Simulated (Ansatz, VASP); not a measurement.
**Co in VASP and in Ansatz**

```
Co
1.0
     2.47056    0.00000    0.00000
    -1.23528    2.13957    0.00000
     0.00000    0.00000   27.13235
Co
7
Direct
  0.33333 0.66667 0.27642
  0.00000 0.00000 0.35095
  0.66667 0.33333 0.42547
  0.00000 0.00000 0.50000
  0.33333 0.66667 0.57453
  0.00000 0.00000 0.64905
  0.66667 0.33333 0.72358
```

Alike in both runs: functional PBE; k mesh 12 × 12 × 1; occupations fermi-dirac, width 0.05 eV; collinear spin.

|  | VASP | Ansatz |
| --- | --- | --- |
| version | VASP 6.6.1 | Ansatz 0.2.0 |
| potentials or method | VASP PAW PBE potentials, release 64 (Co) | Ansatz PAW |
| plane-wave cutoff (eV) | 520 | 420 |
| valence electrons in the cell | 63 | 119 |
| task | single point | band structure |

|  | VASP | Ansatz | Ansatz less VASP |
| --- | --- | --- | --- |
| gap on the k mesh at the Fermi level (eV) | none | none | - |
| rms of the force components (eV/Å) | 0.133 | 0.133 | -0.0001 |
| net moment per atom (μB) | 1.69 | 1.70 | +0.010 |
| size of the moment on the site where the two differ most (μB) | 1.70 | 1.76 | +0.063 |
| work function, face that differs most (eV) | 5.05 | 5.08 | +0.029 |

Site moments also hang on the region over which each program counts them. Atom by atom the forces differ by 0.008 eV/Å (rms over components). A gap of «none» marks a metal or a gap that the smearing closes. VASP's potentials hold 63 valence electrons a cell and Ansatz's 119, so a difference there can come from the potentials and not from the codes.
